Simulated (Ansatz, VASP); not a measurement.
**One calculation of MgS, two programs**

File INCAR:

```
ALGO = Normal
EDIFF = 1E-6
ENCUT = 520
GGA = PS
ISIF = 2
ISMEAR = 0
LASPH = T
LCHARG = T
LELF = T
LREAL = F
LVHAR = T
LWAVE = F
NBANDS = 11
NELM = 100
PREC = Accurate
SIGMA = 0.05
```

Contents of KPOINTS:

```
k-points
0
Gamma
  8 8 8
```

The input POSCAR:

```
MgS
1.0
    0.0000000000      2.5626252500      2.5236005000
    2.5626252500      0.0000000000      2.5236005000
    2.5626252500      2.5626252500      0.0000000000
Mg S
1 1
Direct
    0.0000000000      0.0000000000      0.0000000000
    0.5000000000      0.5000000000      0.5000000000
```

Input for Ansatz:

```yaml
crystal:
  lattice:
    - [0.0, 2.56262525, 2.5236005]
    - [2.56262525, 0.0, 2.5236005]
    - [2.56262525, 2.56262525, 0.0]
  atoms:
    - { symbol: Mg, position: [0.0, 0.0, 0.0] }
    - { symbol: S, position: [0.5, 0.5, 0.5] }
basis:
  ecutwfc: 420
kpoints:
  mp_grid: { grid: [8, 8, 8] }
hamiltonian:
  xc: pbesol
scf:
  occupations: { method: gaussian, width: 0.05 }
output:
  forces: true
  stress: true
  eigenvalues: true
```

Change from the starting cell: strain -0.015 along x and y, -0.030 along z, atoms carried along.

Alike in both runs: task single point; functional PBEsol; k mesh 8 × 8 × 8; occupations gaussian, width 0.05 eV; no spin polarisation.

|  | VASP | Ansatz |
| --- | --- | --- |
| version | VASP 6.6.1 | Ansatz 0.2.0 |
| potentials or method | VASP PAW PBE potentials, release 64 (Mg, S), cutoff 520 eV | scalar-relativistic, plane waves, PAW |
| valence electrons in the cell | 8 | 16 |

VASP gave:

| Item | Value |
| --- | --- |
| gap on the k mesh at the Fermi level (eV) | 2.75 |
| least direct gap on the mesh (eV) | 4.06 |
| pressure (GPa) | 4.0 |
| traceless stress, the component that is largest in VASP (GPa) | 1.50 |

Task: Estimate Ansatz's values.

Result: gap on the k mesh at the Fermi level (eV): 2.74; least direct gap on the mesh (eV): 4.06; pressure (GPa): 4.2; traceless stress, the component that is largest in VASP (GPa): 1.50.

VASP's potentials were made for PBE, not for PBEsol. The functional is the same, so the differences come from potentials, cutoffs and numerics. VASP's potentials hold 8 valence electrons a cell and Ansatz's 16, so a difference there can come from the potentials and not from the codes.
